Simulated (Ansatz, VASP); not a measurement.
BaTiO3 in VASP and in Ansatz

```
CELL_PARAMETERS angstrom
3.99397 0.00000 0.00000
0.00000 3.99397 0.00000
0.00000 0.00000 3.99410
ATOMIC_POSITIONS crystal
Ba 0.00000 0.00000 0.00000
Ti 0.51670 0.50000 0.50000
O 0.50000 0.50000 0.00000
O 0.50000 0.00000 0.50000
O 0.00000 0.50000 0.50000
```

Alike in both runs: task single point; functional r2SCAN; k mesh 8 × 8 × 8; occupations gaussian, width 0.05 eV; no spin polarisation.

|  | VASP | Ansatz |
| --- | --- | --- |
| version | VASP 6.6.1 | Ansatz 0.2.0 |
| potentials or method | VASP PAW PBE potentials, release 64 (Ba_sv, Ti_sv, O), cutoff 520 eV | scalar-relativistic, plane waves, PAW |
| valence electrons in the cell | 40 | 40 |

```csv
,VASP,Ansatz,Ansatz less VASP
gap on the k mesh at the Fermi level (eV),2.16,2.18,+0.024
least direct gap on the mesh (eV),2.36,2.34,-0.019
pressure (GPa),2.3,0.3,-2.01
"traceless stress, the component that is largest in VASP (GPa)",0.38,0.34,-0.046
rms of the force components (eV/Å),0.105,0.113,+0.0081
```

VASP's potentials were made for PBE, not for r2SCAN. Atom by atom the forces differ by 0.022 eV/Å (rms over components). Ansatz's warnings: near symmetry operations not taken.

Spin-orbit coupling is off throughout.
